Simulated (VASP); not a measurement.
The system is Fe.

```
Fe
1.0
    -1.44300    1.44300    1.44300
     1.44300   -1.44300    1.44300
     1.44300    1.44300   -1.44300
Fe
1
Direct
  0.00000 0.00000 0.00000
```

* Program: VASP 6.6.1
* Task: relaxation of cell and atoms
* Functional: RPBE
* Dispersion: D4
* Potentials or basis: VASP PAW PBE potentials, release 64 (Fe)
* Cutoff: 600 eV
* k mesh: 13 × 13 × 13
* Occupations: fermi-dirac, width 0.05 eV
* Spin: collinear spin, ferromagnetic start
* Starting moments: [3.0] μB

At the start: pressure -11.3 GPa; volume 12.02 Å³/atom.

Q: How do energy, volume and symmetry change on relaxing?

A: Over 3 steps the energy falls by 37.6 meV/atom and the volume is 11.09 Å³/atom (-7.7 %); space group Im-3m (No. 229, to 0.05 Å); moment 2.12 μB per cell.

Step by step:
| step | energy change (eV) | largest force (eV/Å) | pressure (GPa) | volume (Å³) |
| --- | --- | --- | --- | --- |
| 1 | 0.0000 | 0.0000 | -11.25 | 12.02 |
| 2 | -0.0228 | 0.0000 | 10.25 | 10.61 |
| 3 | -0.0376 | 0.0000 | 0.08 | 11.09 |

Final structure:
```
Fe
1.0
    -1.40492    1.40492    1.40492
     1.40492   -1.40492    1.40492
     1.40492    1.40492   -1.40492
Fe
1
Direct
  0.00000 0.00000 0.00000
```

Caveat: the PAW data sets were made with another functional, which shifts forces and pressure a little; pairwise dispersion overbinds metals, which lowers pressure and volume.
